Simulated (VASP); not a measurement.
# Au (Cmcm) in VASP: further runs

Runs on Au. Level: r2SCAN. Tasks: single point.

Everything below comes from runs of VASP 6.6.1. Logs are shortened: lines on timing, memory, paths and dates and some standing lists are left out, and cuts for length are marked.

### Step 1. The cell of the first run

The structure is orthorhombic, space group Cmcm (No. 63). The conventional cell has a = 2.823 Å, b = 5.112 Å, c = 4.893 Å, α = 90.00°, β = 90.00°, γ = 90.00°. Au (site symmetry m2m) has 12 Au at 2.82 to 2.97 Å within 3.7 Å.

### Step 2. Single point, r2SCAN

Contents of POSCAR:

```
Au
1.0
    1.4113099650     -2.5559330250      0.0000000000
    1.4113099650      2.5559330250      0.0000000000
    0.0000000000      0.0000000000      4.8931696100
Au
2
Direct
    0.6653279700      0.3346720300      0.2500000000
    0.3346720300      0.6653279700      0.7500000000
```

Contents of INCAR.step1:

```
PREC = Accurate
ENCUT = 520
ISMEAR = 0
SIGMA = 0.1
LREAL = F
LASPH = T
NELM = 100
NBANDS = 18
GGA = PE
ALGO = Normal
EDIFF = 1E-4
LWAVE = T
LCHARG = F
```

Contents of INCAR.step2:

```
PREC = Accurate
ENCUT = 520
EDIFF = 1E-7
ISMEAR = 0
SIGMA = 0.1
LREAL = F
LASPH = T
NELM = 100
ALGO = Normal
ISIF = 2
LWAVE = F
LCHARG = F
METAGGA = R2SCAN
LMIXTAU = T
NBANDS = 18
ISTART = 1
```

Contents of KPOINTS:

```
Automatic mesh
0
Gamma
  16 16 10
```

Potentials or basis: VASP PAW PBE potentials, release 64 (Au).

The run is started by

```bash
$ cat potpaw_PBE.64/Au/POTCAR > POTCAR
$ cp INCAR.step1 INCAR
$ mpirun -np 1 vasp_std > vasp.out
$ cp INCAR.step2 INCAR
$ mpirun -np 1 vasp_std > vasp.out
```

OUTCAR:

```text
PREC = Accurate
   ENCUT = 520
   EDIFF = 1E-7
   ISMEAR = 0
   LREAL = F
   LASPH = T
   NELM = 100
   ISIF = 2
   METAGGA = R2SCAN
   ISTART = 1

 ion  position               nearest neighbor table
   1  0.665  0.335  0.250-   2 2.95   2 2.95   2 2.95   2 2.95   2 2.97   2 2.97
   2  0.335  0.665  0.750-   1 2.95   1 2.95   1 2.95   1 2.95   1 2.97   1 2.97

  LATTYP: Found a base centered orthorhombic cell.
 ALAT       =     2.8226199300
 B/A-ratio  =     1.8110359088
 C/A-ratio  =     1.7335559627

  Lattice vectors:

 A1 = (   1.4113099650,  -2.5559330250,   0.0000000000)
 A2 = (   1.4113099650,   2.5559330250,   0.0000000000)
 A3 = (   0.0000000000,   0.0000000000,   4.8931696100)

Analysis of symmetry for initial positions (statically):
=====================================================================
 Subroutine PRICEL returns:
 Original cell was already a primitive cell.

 Routine SETGRP: Setting up the symmetry group for a
 base centered orthorhombic supercell.

 Subroutine GETGRP returns: Found  8 space group operations
 (whereof  4 operations were pure point group operations)
 out of a pool of  8 trial point group operations.

The static configuration has the point symmetry C_2h.
 The point group associated with its full space group is D_2h.

Analysis of symmetry for dynamics (positions and initial velocities):
=====================================================================
 Subroutine PRICEL returns:
 Original cell was already a primitive cell.

 Routine SETGRP: Setting up the symmetry group for a
 base centered orthorhombic supercell.

 Subroutine GETGRP returns: Found  8 space group operations
 (whereof  4 operations were pure point group operations)
 out of a pool of  8 trial point group operations.

The dynamic configuration has the point symmetry C_2h.
 The point group associated with its full space group is D_2h.

 Subroutine INISYM returns: Found  8 space group operations
 (whereof  4 operations are pure point group operations),
 and found     1 'primitive' translations

----------------------------------------------------------------------------------------

                                     Primitive cell

  volume of cell :      35.3014

  direct lattice vectors                    reciprocal lattice vectors
     1.411309965 -2.555933025  0.000000000     0.354280783 -0.195623279  0.000000000
     1.411309965  2.555933025  0.000000000     0.354280783  0.195623279  0.000000000
     0.000000000  0.000000000  4.893169610     0.000000000  0.000000000  0.204366511

  length of vectors
     2.919689957  2.919689957  4.893169610     0.404701545  0.404701545  0.204366511

  position of ions in fractional coordinates (direct lattice)
     0.665327970  0.334672030  0.250000000
     0.334672030  0.665327970  0.750000000

  ion indices of the primitive-cell ions
   primitive index   ion index
                 1           1
                 2           2

----------------------------------------------------------------------------------------

 KPOINTS: Automatic mesh

Automatic generation of k-mesh.
 Grid dimensions read from file:
 generate k-points for:   16   16   10

 Generating k-lattice:

  Cartesian coordinates                     Fractional coordinates (reciprocal lattice)
     0.022142549 -0.012226455  0.000000000     0.062500000  0.000000000  0.000000000
     0.022142549  0.012226455  0.000000000     0.000000000  0.062500000  0.000000000
     0.000000000  0.000000000  0.020436651     0.000000000  0.000000000  0.100000000

  Length of vectors
     0.025293847  0.025293847  0.020436651

  Shift w.r.t. Gamma in fractional coordinates (k-lattice)
     0.000000000  0.000000000  0.000000000

 Subroutine IBZKPT returns following result:
 ===========================================

 Found    438 irreducible k-points:

 Following reciprocal coordinates:
            Coordinates               Weight
  0.000000  0.000000  0.000000      1.000000
  0.062500 -0.000000  0.000000      4.000000
  0.125000 -0.000000  0.000000      4.000000
  0.187500 -0.000000  0.000000      4.000000
  0.250000 -0.000000  0.000000      4.000000
  0.312500 -0.000000  0.000000      4.000000
[... 16 lines left out ...]
 -0.125000  0.062500  0.000000      4.000000
 -0.062500  0.062500  0.000000      2.000000
 [... further k-points ...]
   k-points           NKPTS =    438   k-points in BZ     NKDIM =    438   number of bands    NBANDS=     18
   number of dos      NEDOS =    301   number of ions     NIONS =      2
   total plane-waves  NPLWV =  20736
   dimension x,y,z NGX =    24 NGY =   24 NGZ =   36
   dimension x,y,z NGXF=    48 NGYF=   48 NGZF=   72
   ions per type =               2
   NGX,Y,Z   is equivalent  to a cutoff of  13.67, 13.67, 12.23 a.u.
   NGXF,Y,Z  is equivalent  to a cutoff of  27.33, 27.33, 24.46 a.u.
 SYSTEM =  unknown system
   PREC   = accura    normal or accurate (medium, high low for compatibility)
   ISTART =      1    job   : 0-new  1-cont  2-samecut
   ICHARG =      0    charge: 1-file 2-atom 10-const
   ISPIN  =      1    spin polarized calculation?
   LNONCOLLINEAR =      F non collinear calculations
   LSORBIT =      F    spin-orbit coupling
   LASPH  =      T    aspherical Exc in radial PAW
   ENCUT  =  520.0 eV  38.22 Ry    6.18 a.u.   5.43  5.43  9.10*2*pi/ulx,y,z
   NELM   =    100;   NELMIN=  2; NELMDL=  0     # of ELM steps
   EDIFF  = 0.1E-06   stopping-criterion for ELM
   LREAL  =      F    real-space projection
   EDIFFG = 0.1E-05   stopping-criterion for IOM
   NSW    =      0    number of steps for IOM
   IBRION =     -1    ionic relax: 0-MD 1-quasi-New 2-CG
   NFREE  =      0    steps in history (QN), initial steepest desc. (CG)
   ISIF   =      2    stress and relaxation
   ISYM   =      2    0-nonsym 1-usesym 2-fastsym
   POTIM  = 0.5000    time-step for ionic-motion
   TEBEG  =    0.0;   TEEND  =   0.0 temperature during run
   PSTRESS=    0.0 pullay stress
   NELECT =      22.0000    total number of electrons
   NUPDOWN=      -1.0000    fix difference up-down
   EMIN   =  10.00;   EMAX   =-10.00  energy-range for DOS
   EFERMI =   0.00;   METHOD = LEGACY
   ISMEAR =     0;   SIGMA  =   0.10  broadening in eV -4-tet -1-fermi 0-gaus
   EFERMI_NEDOS =   21; number of points for ismear=-14 and -15
   IALGO  =     38    algorithm
   IMIX   =      4    mixing-type and parameters
     AMIX     =   0.40;   BMIX     =  1.00
     AMIX_MAG =   1.60;   BMIX_MAG =  1.00
  volume/ion in A,a.u.               =      17.65       119.11
  Fermi-wavevector in a.u.,A,eV,Ry     =   1.398358  2.642513 26.604898  1.955405
  Thomas-Fermi vector in A             =   2.521524
   LORBIT       =      0    0 simple, 1 ext, 2 COOP (PROOUT), +10 PAW based schemes
   METAGGA = R2SCAN    functional components
   LHFCALC =     F    Hartree Fock is set to
   AEXX    =    0.0000 exact exchange contribution
   IVDW    =     0    specifies the selected vdW correction
   LEPSILON=     F    determine dielectric tensor
   LRPA    =     F    only Hartree local field effects (RPA)
 non-spin polarized calculation
 Gauss-broadening in eV      SIGMA  =   0.10
  energy-cutoff  :      520.00
  volume of cell :       35.30
 maximum number of plane-waves:       970
 NGX is ok and might be reduce to    24
   NGX = 11   NGY = 11   NGZ = 19

 number of electron      21.9999996 magnetization

 Free energy of the ion-electron system (eV)
  ---------------------------------------------------
  ext. energy  EPLUGINS =         0.00000000
  ---------------------------------------------------
  free energy    TOTEN  =      -101.17338282 eV

  energy without entropy =     -101.17100368  energy(sigma->0) =     -101.17219325

 E-fermi :   8.7615     XC(G=0): -13.3747

 val. band max:        8.7371127391   @ k =   0.5000   0.2500   0.3000
 cond. band min:       8.7759187590   @ k =   0.4375   0.0000   0.5000
 fundamental gap:      0.0388060199
 Fermi energy:         8.7615147825

 k-point     1 :       0.0000    0.0000    0.0000
  band No.  band energies     occupation
      1      -0.9589      2.00000
      2       1.3557      2.00000
      3       3.7385      2.00000
      4       3.7966      2.00000
      5       4.1365      2.00000
      6       4.3862      2.00000
[... 10 lines left out ...]
     17      27.4465      0.00000
     18      28.4213      0.00000

 k-point     2 :       0.0625   -0.0000    0.0000
  band No.  band energies     occupation
      1      -0.8284      2.00000
      2       1.4659      2.00000
      3       3.7185      2.00000
      4       3.8990      2.00000
      5       4.1770      2.00000
      6       4.3876      2.00000
[... 10 lines left out ...]
     17      26.9334      0.00000
     18      27.5814      0.00000

 k-point     3 :       0.1250   -0.0000    0.0000
  band No.  band energies     occupation
      1      -0.4483      2.00000
      2       1.7706      2.00000
      3       3.6603      2.00000
      4       4.1337      2.00000
      5       4.2248      2.00000
      6       4.4545      2.00000
[... 10 lines left out ...]
     17      25.9721      0.00000
     18      27.6266      0.00000

 k-point     4 :       0.1875   -0.0000    0.0000
  band No.  band energies     occupation
      1       0.1412      2.00000
      2       2.1622      2.00000
      3       3.5718      2.00000
      4       4.0933      2.00000
      5       4.1127      2.00000
      6       4.5142      2.00000
[... 375 lines left out ...]
      4       4.0578      2.00000
      5       4.2623      2.00000
      6       4.4181      2.00000
[... 10 lines left out ...]
     17      26.8078      0.00000
     18      27.0048      0.00000

 k-point    23 :      -0.1250    0.0625    0.0000
  band No.  band energies     occupation
      1      -0.5946      2.00000
      2       1.6454      2.00000
      3       3.5642      2.00000
      4       3.9711      2.00000
      5       4.1672      2.00000
      6       4.5539      2.00000
[... 10 lines left out ...]
     17      26.9996      0.00000
     18      27.3632      0.00000

 k-point    24 :      -0.0625    0.0625    0.0000
  band No.  band energies     occupation
      1      -0.8397      2.00000
      2       1.4502      2.00000
      3       3.6278      2.00000
      4       3.8847      2.00000
      5       4.1355      2.00000
      6       4.4596      2.00000
[... 10 lines left out ...]
     17      27.2982      0.00000
     18      27.7144      0.00000

 [... further k-points ...]
[... 5 lines left out ...]
  --------------------------------------------------------------------------------------
  -------------------------------------------------------------------------------------
  Total        0.1817143     -0.0686638     -0.1870004      0.0000000      0.0000000      0.0000000
  in kB        8.2472206     -3.1163487     -8.4871345      0.0000000      0.0000000      0.0000000
  external PRESSURE =      -1.1187542 kB  Pullay stress =       0.0000000 kB

 VOLUME and BASIS-vectors are now :
 -----------------------------------------------------------------------------
  energy-cutoff  :      520.00
  volume of cell :       35.30
      direct lattice vectors                 reciprocal lattice vectors
     1.411309965 -2.555933025  0.000000000     0.354280783 -0.195623279  0.000000000
     1.411309965  2.555933025  0.000000000     0.354280783  0.195623279  0.000000000
     0.000000000  0.000000000  4.893169610     0.000000000  0.000000000  0.204366511

 POSITION                                       TOTAL-FORCE (eV/Angst)
 -----------------------------------------------------------------------------------
      1.41131     -0.84513      1.22329         0.000000      0.010688     -0.000000
      1.41131      0.84513      3.66988         0.000000     -0.010688      0.000000
 -----------------------------------------------------------------------------------
    total drift:                                0.000000      0.000000     -0.000000

  FREE ENERGIE OF THE ION-ELECTRON SYSTEM (eV)
  ---------------------------------------------------
  free  energy   TOTEN  =      -101.1733828233 eV

  energy  without entropy=     -101.1710036810  energy(sigma->0) =     -101.17219325
```

Wall time 6.1 min (1 thread of Intel Xeon Platinum 8488C (Sapphire Rapids), shared host); peak memory 0.34 GiB.

Results:

| Item | Value |
| --- | --- |
| Free energy | -101.1734 eV |
| Pressure | -0.1 GPa |
| Largest force | 0.011 eV/Å |
| Band gap on the k mesh | zero (band 11 reaches 12.99 eV, above the bottom of band 12 at 6.01 eV) |

Forces in eV/Å, atoms in the order of the input:
```
Au   0.000  0.011  0.000
Au   0.000 -0.011  0.000
```

Stress tensor (GPa, compression positive):
```
 0.82  0.00  0.00
 0.00 -0.31  0.00
 0.00  0.00 -0.85
```

Caveat: the PAW data sets were made with another functional, which shifts forces and pressure a little; spin-orbit coupling is left out, which moves the levels of the heavy elements.

### Step 3. Single point, r2SCAN

POSCAR is that of step 2.

Contents of INCAR.step1:

```
ALGO = Normal
EDIFF = 1E-4
ENCUT = 520
GGA = PE
ISMEAR = 0
LASPH = True
LCHARG = False
LREAL = False
LWAVE = True
NBANDS = 18
NELM = 100
PREC = Accurate
SIGMA = 0.1
```

Contents of INCAR.step2:

```
ALGO = Normal
EDIFF = 1E-7
ENCUT = 520
ISIF = 2
ISMEAR = 0
ISTART = 1
LASPH = True
LCHARG = False
LMIXTAU = True
LREAL = False
LWAVE = False
METAGGA = R2SCAN
NBANDS = 18
NELM = 100
PREC = Accurate
SIGMA = 0.1
```

Contents of KPOINTS:

```
k-points
0
Gamma
  1 1 1
```

Potentials or basis: VASP PAW PBE potentials, release 64 (Au).

The run is started by

```bash
$ cat potpaw_PBE.64/Au/POTCAR > POTCAR
$ cp INCAR.step1 INCAR
$ mpirun -np 1 vasp_gam > vasp.out
$ cp INCAR.step2 INCAR
$ mpirun -np 1 vasp_gam > vasp.out
```

Wall time 11 s (1 thread of Intel Xeon Platinum 8488C (Sapphire Rapids), shared host); peak memory 0.15 GiB.

The run converged, but its numbers aren't listed here, since they failed a check.

Caveat: the k points lie up to 2.54 Å⁻¹ apart; the mesh shows a gap though the element is a metal; the PAW data sets were made with another functional, which shifts forces and pressure a little; spin-orbit coupling is left out, which moves the levels of the heavy elements.

### Step 4. Single point, r2SCAN

POSCAR is that of step 3.

Contents of INCAR.step1:

```
SYSTEM = Au
PREC = Accurate ; ENCUT = 520
ISMEAR = 0 ; SIGMA = 0.1
LREAL = .False. ; LASPH = .True.
NELM = 60 ; NBANDS = 18
GGA = PE ; ALGO = Normal
EDIFF = 1E-4 ; LWAVE = .True.
LCHARG = .False.
```

Contents of INCAR.step2:

```
SYSTEM = Au
PREC = Accurate ; ENCUT = 520
EDIFF = 1E-6 ; ISMEAR = 0
SIGMA = 0.1 ; LREAL = .False.
LASPH = .True. ; NELM = 60
ALGO = Normal ; ISIF = 2
LWAVE = .False. ; LCHARG = .False.
METAGGA = R2SCAN ; LMIXTAU = .True.
NBANDS = 18 ; ISTART = 1
```

Contents of KPOINTS:

```
Automatic mesh
0
Gamma
  4 4 2
  0 0 0
```

The run is started by

```bash
$ cat potpaw_PBE.64/Au/POTCAR > POTCAR
$ cp INCAR.step1 INCAR
$ mpirun -np 1 vasp_std > vasp.out
$ cp INCAR.step2 INCAR
$ mpirun -np 1 vasp_std > vasp.out
```

It took 18 s on 1 thread of Intel Xeon 6975P-C, shared host; peak memory 0.16 GiB.

Results (log left out):

```yaml
Free_energy: -100.9200 eV
Pressure: 0.5 GPa
Largest_force: 0.197 eV/Å
Band_gap_on_the_k_mesh: zero (band 11 reaches 10.00 eV, above the bottom of band 12 at 6.01 eV)
```

Forces in eV/Å, atoms in the order of the input:
```
Au   0.000  0.197  0.000
Au   0.000 -0.197  0.000
```

Stress tensor (GPa, compression positive):
```
 1.72  0.00  0.00
 0.00  4.41  0.00
 0.00  0.00 -4.50
```

Levels at points of the mesh, in eV from the Fermi level:
```
           k point  band 9  band 10  band 11  band 12  band 13  band 14
(0.00, 0.00, 0.00)   -4.13    -2.95    -2.90    -1.45     1.91    14.83
(0.50, 0.00, 0.00)   -2.57    -2.41     0.00     1.24     5.49     7.02
(0.50, 0.50, 0.00)   -2.65    -2.48    -0.29     0.74     5.10     6.51
(0.00, 0.00, 0.50)   -3.43    -3.43    -3.30    -3.30    10.12    10.12
(0.50, 0.00, 0.50)   -2.45    -2.45     0.26     0.26     3.62     3.62
(0.50, 0.50, 0.50)   -2.55    -2.55    -0.14    -0.14     3.05     3.05
```

Caveat: the k points lie up to 0.64 Å⁻¹ apart; the PAW data sets were made with another functional, which shifts forces and pressure a little; spin-orbit coupling is left out, which moves the levels of the heavy elements.

### Step 5. Single point, r2SCAN

POSCAR is that of step 4.

Contents of INCAR.step1:

```
  ALGO = Normal
  EDIFF = 1E-4
  ENCUT = 520
  GGA = PE
  ISMEAR = 0
  LASPH = True
  LCHARG = False
  LREAL = False
  LWAVE = True
  NBANDS = 18
  NELM = 80
  PREC = Accurate
  SIGMA = 0.1
```

Contents of INCAR.step2:

```
  ALGO = Normal
  EDIFF = 1E-7
  ENCUT = 520
  ISIF = 2
  ISMEAR = 0
  ISTART = 1
  LASPH = True
  LCHARG = False
  LMIXTAU = True
  LREAL = False
  LWAVE = False
  METAGGA = R2SCAN
  NBANDS = 18
  NELM = 80
  PREC = Accurate
  SIGMA = 0.1
```

Contents of KPOINTS:

```
k-points
0
Gamma
  6 6 4
```

The run is started by

```bash
$ cat potpaw_PBE.64/Au/POTCAR > POTCAR
$ cp INCAR.step1 INCAR
$ mpirun -np 1 vasp_std > vasp.out
$ cp INCAR.step2 INCAR
$ mpirun -np 1 vasp_std > vasp.out
```

It took 40 s on 1 thread of Intel Xeon 6975P-C, shared host; peak memory 0.17 GiB.

It converged, with:

| Property | Result |
| --- | --- |
| Free energy | -101.0869 eV |
| Pressure | 0.4 GPa |
| Band gap on the k mesh | zero (band 11 reaches 12.94 eV, above the bottom of band 12 at 6.01 eV) |

Stress tensor (GPa, compression positive):
```
 1.73  0.00  0.00
 0.00  4.01  0.00
 0.00  0.00 -4.47
```

Levels at points of the mesh, in eV from the Fermi level:
```tsv
k point	band 7	band 8	band 9	band 10	band 11	band 12	band 13	band 14	band 15	band 16
(0.00, 0.00, 0.00)	-4.38	-4.02	-3.86	-2.69	-2.63	-1.18	2.16	15.11	16.04	17.29
(0.50, 0.00, 0.00)	-3.90	-2.49	-2.27	-2.11	0.28	1.52	5.78	7.29	7.30	10.19
(0.50, 0.50, 0.00)	-4.03	-2.41	-2.36	-2.18	-0.02	1.02	5.38	6.79	6.95	11.35
(0.00, 0.00, 0.50)	-4.70	-4.70	-3.17	-3.17	-3.03	-3.03	10.39	10.39	15.41	15.41
(0.50, 0.00, 0.50)	-2.85	-2.85	-2.16	-2.16	0.53	0.53	3.90	3.90	13.41	13.41
(0.50, 0.50, 0.50)	-2.82	-2.82	-2.25	-2.25	0.16	0.16	3.32	3.32	12.99	12.99
```

Caveat: the k points lie up to 0.42 Å⁻¹ apart; the PAW data sets were made with another functional, which shifts forces and pressure a little; spin-orbit coupling is left out, which moves the levels of the heavy elements.

### Step 6. Overview

| k mesh | gap on the mesh (eV) | pressure (GPa) | largest force (eV/Å) |
| --- | --- | --- | --- |
| 16 × 16 × 10 | none | -0.1 | 0.01 |
| 4 × 4 × 2 | none | 0.5 | 0.20 |
| 6 × 6 × 4 | none | 0.4 | - |

Alike in all rows: task single point; level r2SCAN; potentials or basis VASP PAW PBE potentials, release 64 (Au); no spin polarisation; cell as given; cutoff (eV) 520; smearing gaussian 0.1 eV.

Caveats: some runs use coarse meshes; the PAW data sets were made with another functional, which shifts forces and pressure a little; spin-orbit coupling is left out, which moves the levels of the heavy elements.

Total energies depend on the potentials used, so only differences within one code and one set of settings carry meaning.
